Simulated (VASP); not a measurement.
# SiO (P4/mmm) in VASP: a series of runs, part 2 of 2

VASP 6.6.1. The steps go on from the part before.

**3. Single point, PBE**

This run uses another cell than the first one, of 10.84 Å³/atom, 1.021 times its volume.

File INCAR:

```
ALGO = Normal
EDIFF = 1E-6
ENCUT = 520
GGA = PE
ISIF = 2
ISMEAR = -1
LASPH = True
LCHARG = False
LREAL = False
LWAVE = False
NBANDS = 12
NELM = 60
PREC = Accurate
SIGMA = 0.05
```

File KPOINTS:

```
k-points
0
Gamma
  8 8 8
```

File POSCAR:

```
SiO
1.0
    2.8069700000      0.0000000000      0.0000000000
    0.0000000000      2.8069700000      0.0000000000
    0.0000000000      0.0000000000      2.7508306000
Si O
1 1
Direct
    0.0000000000      0.0000000000      0.0000000000
    0.5000000000      0.5000000000      0.5000000000
```

Potentials or basis: VASP PAW PBE potentials, release 64 (Si, O).

On the command line:

```
$ cat potpaw_PBE.64/Si/POTCAR potpaw_PBE.64/O/POTCAR > POTCAR
$ mpirun -np 1 vasp_std > vasp.out
```

Wall time 6.1 s (1 thread of Intel Xeon 6975P-C, shared host); peak memory 0.14 GiB.

Results (log left out):

* Free energy: -10.3866 eV
* Pressure: 1.9 GPa
* Band gap on the k mesh: zero (band 5 reaches 8.66 eV, above the bottom of band 6 at 7.59 eV)

Stress tensor (GPa, compression positive):
```
1.55 0.00 0.00
0.00 1.55 0.00
0.00 0.00 2.72
```

Levels at points of the mesh, in eV from the Fermi level:
| k point | band 2 | band 3 | band 4 | band 5 | band 6 | band 7 | band 8 | band 9 |
| --- | --- | --- | --- | --- | --- | --- | --- | --- |
| (0.00, 0.00, 0.00) | -6.94 | -3.52 | -3.52 | -3.22 | 5.77 | 6.02 | 8.15 | 8.15 |
| (0.50, 0.00, 0.00) | -10.75 | -2.71 | -2.48 | -0.95 | 0.99 | 6.57 | 7.23 | 8.43 |
| (0.50, 0.50, 0.00) | -7.42 | -7.42 | -5.45 | -2.00 | 4.11 | 4.11 | 8.63 | 9.56 |
| (0.00, 0.00, 0.50) | -10.55 | -2.66 | -2.66 | -1.20 | 0.99 | 6.78 | 6.78 | 8.49 |
| (0.50, 0.00, 0.50) | -7.35 | -7.32 | -5.13 | -2.14 | 3.79 | 4.06 | 8.22 | 9.12 |
| (0.50, 0.50, 0.50) | -5.21 | -5.16 | -5.16 | -1.06 | -0.78 | -0.78 | -0.74 | 12.67 |

**4. Single point, PBE**

This run uses another cell than the first one, of 10.95 Å³/atom, 1.031 times its volume.

File INCAR:

```
SYSTEM = SiO
PREC = Accurate
ENCUT = 520
EDIFF = 1E-7
ISMEAR = -1
SIGMA = 0.05
LREAL = .False.
LASPH = .True.
NELM = 60
ALGO = Normal
ISIF = 2
LWAVE = .False.
LCHARG = .False.
GGA = PE
NBANDS = 12
```

File KPOINTS:

```
Automatic mesh
0
Gamma
  8 8 8
  0 0 0
```

POSCAR, as its differences from that of step 3:

```diff
@@ -4,3 +4,3 @@
     0.0000000000      2.8069700000      0.0000000000
-    0.0000000000      0.0000000000      2.7508306000
+    0.0000000000      0.0000000000      2.7789003000
 Si O
```

Potentials or basis: VASP PAW PBE potentials, release 64 (Si, O).

On the command line:

```
$ cat potpaw_PBE.64/Si/POTCAR potpaw_PBE.64/O/POTCAR > POTCAR
$ mpirun -np 1 vasp_std > vasp.out
```

OUTCAR:

```text
SYSTEM = SiO
   PREC = Accurate
   ENCUT = 520
   EDIFF = 1E-7
   ISMEAR = -1
   LREAL = .False.
   LASPH = .True.
   NELM = 60
   ISIF = 2
   GGA = PE

 ion  position               nearest neighbor table
   1  0.000  0.000  0.000-   2 2.42   2 2.42   2 2.42   2 2.42   2 2.42   2 2.42   2 2.42   2 2.42

   2  0.500  0.500  0.500-   1 2.42   1 2.42   1 2.42   1 2.42   1 2.42   1 2.42   1 2.42   1 2.42

  LATTYP: Found a simple tetragonal cell.
 ALAT       =     2.8069700000
 C/A-ratio  =     0.9900000000

  Lattice vectors:

 A1 = (   2.8069700000,   0.0000000000,   0.0000000000)
 A2 = (   0.0000000000,   2.8069700000,   0.0000000000)
 A3 = (   0.0000000000,   0.0000000000,   2.7789003000)

Analysis of symmetry for initial positions (statically):
=====================================================================
 Subroutine PRICEL returns:
 Original cell was already a primitive cell.

 Routine SETGRP: Setting up the symmetry group for a
 simple tetragonal supercell.

 Subroutine GETGRP returns: Found 16 space group operations
 (whereof 16 operations were pure point group operations)
 out of a pool of 16 trial point group operations.

The static configuration has the point symmetry D_4h.

[... 167 lines left out ...]
 k-point     1 :       0.0000    0.0000    0.0000
  band No.  band energies     occupation
      1     -11.7692      2.00000
      2       1.2862      2.00000
      3       4.8194      2.00000
      4       4.8194      2.00000
      5       4.9669      2.00000
      6      14.0977      0.00000
      7      14.2165      0.00000
      8      16.3644      0.00000
      9      16.3644      0.00000
     10      16.5544      0.00000
     11      27.2729      0.00000
     12      27.5267      0.00000
[... 331 lines left out ...]
 k-point    24 :       0.5000    0.1250    0.1250
  band No.  band energies     occupation
      1     -10.3717      2.00000
      2      -1.8615      2.00000
      3       4.0424      2.00000
      4       5.2322      2.00000
      5       8.3040      0.36879
      6       9.2452      0.00000
      7      12.1026      0.00000
      8      15.3583      0.00000
      9      20.5728      0.00000
     10      21.4030      0.00000
     11      22.0023      0.00000
     12      25.7816      0.00000

 [... further k-points ...]
[... 5 lines left out ...]
  --------------------------------------------------------------------------------------
  -------------------------------------------------------------------------------------
  Total        0.0529036      0.0529036      0.1084633      0.0000000      0.0000000     -0.0000000
  in kB        3.8712122      3.8712122      7.9367934      0.0000000      0.0000000     -0.0000000
  external PRESSURE =       5.2264060 kB  Pullay stress =       0.0000000 kB

 VOLUME and BASIS-vectors are now :
 -----------------------------------------------------------------------------
  energy-cutoff  :      520.00
  volume of cell :       21.90
      direct lattice vectors                 reciprocal lattice vectors
     2.806970000  0.000000000  0.000000000     0.356256034  0.000000000  0.000000000
     0.000000000  2.806970000  0.000000000     0.000000000  0.356256034  0.000000000
     0.000000000  0.000000000  2.778900300     0.000000000  0.000000000  0.359854580

 POSITION                                       TOTAL-FORCE (eV/Angst)
 -----------------------------------------------------------------------------------
      0.00000      0.00000      0.00000         0.000000      0.000000      0.000000
      1.40349      1.40349      1.38945         0.000000      0.000000      0.000000
 -----------------------------------------------------------------------------------
    total drift:                                0.000000     -0.000000     -0.000000

  FREE ENERGIE OF THE ION-ELECTRON SYSTEM (eV)
  ---------------------------------------------------
  free  energy   TOTEN  =       -10.3892627549 eV

  energy  without entropy=      -10.3861869819  energy(sigma->0) =      -10.38772487
```

stdout:

```text
POSCAR found type information on POSCAR SiO
 POSCAR found :  2 types and       2 ions
 scaLAPACK will be used
 LDA part: xc-table for (Slater+PW92), standard interpolation
 POSCAR, INCAR and KPOINTS ok, starting setup
 FFT: planning ... GRIDC
 FFT: planning ... GRID_SOFT
 FFT: planning ... GRID
 WAVECAR not read
 entering main loop
```

Run time: 9.2 s. Hardware: 1 thread of Intel Xeon 6975P-C, shared host; peak memory 0.14 GiB.

Results:

```yaml
Free_energy: -10.3893 eV
Pressure: 0.5 GPa
Band_gap_on_the_k_mesh: zero (band 5 reaches 8.47 eV, above the bottom of band 6 at 7.42 eV)
```

Stress tensor (GPa, compression positive):
```
0.39 0.00 0.00
0.00 0.39 0.00
0.00 0.00 0.79
```

**5. Single point, PBE**

This run uses another cell than the first one, of 11.17 Å³/atom, 1.052 times its volume.

File INCAR:

```
SYSTEM = SiO
ALGO = Normal
EDIFF = 1E-6
ENCUT = 520
GGA = PE
ISIF = 2
ISMEAR = -1
LASPH = .TRUE.
LCHARG = .FALSE.
LREAL = .FALSE.
LWAVE = .FALSE.
NBANDS = 12
NELM = 100
PREC = Accurate
SIGMA = 0.05
```

File KPOINTS:

```
k-points
0
G
  8 8 8
  0 0 0
```

POSCAR, as its differences from that of step 4:

```diff
@@ -4,3 +4,3 @@
     0.0000000000      2.8069700000      0.0000000000
-    0.0000000000      0.0000000000      2.7789003000
+    0.0000000000      0.0000000000      2.8350397000
 Si O
```

On the command line:

```
$ cat potpaw_PBE.64/Si/POTCAR potpaw_PBE.64/O/POTCAR > POTCAR
$ mpirun -np 1 vasp_std > vasp.out
```

It took 8.2 s on 1 thread of Intel Xeon 6975P-C, shared host; peak memory 0.14 GiB.

Results (log left out):

```
Free energy            : -10.3878 eV
Pressure               : -1.9 GPa
Band gap on the k mesh : zero (band 5 reaches 8.21 eV, above the bottom of band 6 at 7.11 eV)
```

Stress tensor (GPa, compression positive):
```
-1.71  0.00  0.00
 0.00 -1.71  0.00
 0.00  0.00 -2.16
```

Levels at points of the mesh, in eV from the Fermi level:
```csv
k point,band 3,band 4,band 5,band 6,band 7,band 8
"(0.00, 0.00, 0.00)",-3.34,-3.20,-3.20,5.94,6.04,7.93
"(0.50, 0.00, 0.00)",-2.53,-2.43,-1.07,0.91,6.53,6.84
"(0.50, 0.50, 0.00)",-7.05,-5.10,-2.01,3.84,3.84,8.18
"(0.00, 0.00, 0.50)",-2.45,-2.45,-0.94,0.91,6.74,6.74
"(0.50, 0.00, 0.50)",-7.08,-5.26,-1.95,3.87,4.00,8.37
"(0.50, 0.50, 0.50)",-4.93,-4.91,-0.95,-0.83,-0.83,-0.70
```

**6. Single point, PBE**

This run uses another cell than the first one, of 11.28 Å³/atom, 1.063 times its volume.

File INCAR:

```
SYSTEM = SiO
PREC = Accurate
ENCUT = 520
EDIFF = 1E-7
ISMEAR = -1
SIGMA = 0.05
LREAL = .False.
LASPH = .True.
NELM = 100
ALGO = Normal
ISIF = 2
LWAVE = .False.
LCHARG = .False.
GGA = PE
NBANDS = 12
```

File KPOINTS:

```
regular mesh
0
Gamma
  8 8 8
  0 0 0
```

POSCAR, as its differences from that of step 5:

```diff
@@ -4,3 +4,3 @@
     0.0000000000      2.8069700000      0.0000000000
-    0.0000000000      0.0000000000      2.8350397000
+    0.0000000000      0.0000000000      2.8631094000
 Si O
```

Potentials or basis: VASP PAW PBE potentials, release 64 (Si, O).

On the command line:

```
$ cat potpaw_PBE.64/Si/POTCAR potpaw_PBE.64/O/POTCAR > POTCAR
$ mpirun -np 1 vasp_std > vasp.out
```

It took 9.5 s on 1 thread of Intel Xeon 6975P-C, shared host; peak memory 0.14 GiB.

It converged, with:

- Free energy: -10.3838 eV
- Pressure: -3.1 GPa
- Band gap on the k mesh: zero (band 5 reaches 8.12 eV, above the bottom of band 6 at 6.95 eV)

Stress tensor (GPa, compression positive):
```
-2.57  0.00  0.00
 0.00 -2.57  0.00
 0.00  0.00 -4.05
```

Levels at points of the mesh, in eV from the Fermi level:
| k point | band 1 | band 2 | band 3 | band 4 | band 5 | band 6 | band 7 | band 8 | band 9 | band 10 |
| --- | --- | --- | --- | --- | --- | --- | --- | --- | --- | --- |
| (0.00, 0.00, 0.00) | -19.66 | -6.97 | -3.36 | -3.08 | -3.08 | 5.94 | 6.15 | 7.76 | 8.10 | 8.10 |
| (0.50, 0.00, 0.00) | -18.50 | -10.24 | -2.53 | -2.32 | -1.10 | 0.89 | 6.34 | 6.95 | 8.52 | 14.08 |
| (0.50, 0.50, 0.00) | -17.76 | -6.91 | -6.91 | -4.97 | -2.00 | 3.77 | 3.77 | 8.05 | 8.66 | 12.86 |
| (0.00, 0.00, 0.50) | -18.57 | -10.43 | -2.36 | -2.36 | -0.84 | 0.91 | 6.75 | 6.75 | 8.45 | 14.24 |
| (0.50, 0.00, 0.50) | -17.82 | -7.01 | -6.97 | -5.28 | -1.86 | 3.82 | 4.08 | 8.43 | 9.05 | 13.25 |
| (0.50, 0.50, 0.50) | -17.25 | -4.84 | -4.84 | -4.80 | -1.00 | -0.83 | -0.83 | -0.56 | 12.32 | 12.74 |

**7. The runs side by side**

| cell | gap on the mesh (eV) | pressure (GPa) |
| --- | --- | --- |
| a = 2.807, b = 2.807, c = 2.695 Å, 2 atoms | none | 4.9 |
| a = 2.807, b = 2.807, c = 2.751 Å, 2 atoms | none | 1.9 |
| a = 2.807, b = 2.807, c = 2.779 Å, 2 atoms | none | 0.5 |
| a = 2.807, b = 2.807, c = 2.835 Å, 2 atoms | none | -1.9 |
| a = 2.807, b = 2.807, c = 2.863 Å, 2 atoms | none | -3.1 |

Alike in all rows: task single point; level PBE; potentials or basis VASP PAW PBE potentials, release 64 (Si, O); no spin polarisation; k mesh 8 × 8 × 8; cutoff (eV) 520; smearing fermi-dirac 0.05 eV.

Absolute energies hang on the potentials; compare differences alone.
